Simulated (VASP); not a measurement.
A run of VASP 6.6.1 is set up as follows.

INCAR

```
PREC     = Accurate       # precision mode
ENCUT    = 400            # plane-wave cutoff, eV
EDIFF    = 1E-8           # SCF threshold, eV
ISMEAR   = -1             # smearing method
SIGMA    = 0.03           # smearing width, eV
LREAL    = False          # projectors in reciprocal space
LASPH    = True           # aspherical terms in the spheres
NELM     = 120            # most SCF steps
ALGO     = Normal         # electronic algorithm
ISIF     = 2              # what is computed and relaxed
LWAVE    = False          # write WAVECAR
LCHARG   = False          # write CHGCAR
GGA      = PE             # functional
LEFG     = True         
NBANDS   = 18             # bands
GGA_COMPAT= False
```

KPOINTS

```
regular mesh
0
Gamma
  9 9 5
```

Contents of POSCAR:

```
TaS2
1.0
    3.3500021206      0.0000000000      0.0000000000
   -1.6750010603      2.9011869392      0.0000000000
    0.0000000000      0.0000000000      6.0358000000
Ta S
1 2
Direct
    0.0000000000      0.0000000000      0.0000000000
    0.3333333333      0.6666666667      0.2500000000
    0.6666666667      0.3333333333      0.7500000000
```

Potentials or basis: VASP PAW PBE potentials, release 64 (Ta_pv, S).

Run with:

```bash
$ cat potpaw_PBE.64/Ta_pv/POTCAR potpaw_PBE.64/S/POTCAR > POTCAR
$ mpirun -np 1 vasp_std > vasp.out
```

Problem. Estimate the largest force.

Solution. 0.541 eV/Å.

Problem. Predict the pressure.

Solution. 4.7 GPa.

Problem. Estimate the band gap on the k mesh.

Solution. Zero (an odd number of electrons rules out a gap without spin polarisation).

Stress tensor (GPa, compression positive):
```
4.01 0.00 0.00
0.00 4.01 0.00
0.00 0.00 5.97
```

Caveat: the cell differs from its parent crystal (zz strain of +3 %); the cell stands under pressure; without QUAD_EFG the Cq values of the log hold for a quadrupole moment of 1 mb, not for the nuclei; spin-orbit coupling is left out, which moves the levels of the heavy elements; this functional lacks dispersion, which binds layers or chains, so the pressure and a relaxed spacing across them are unreliable.
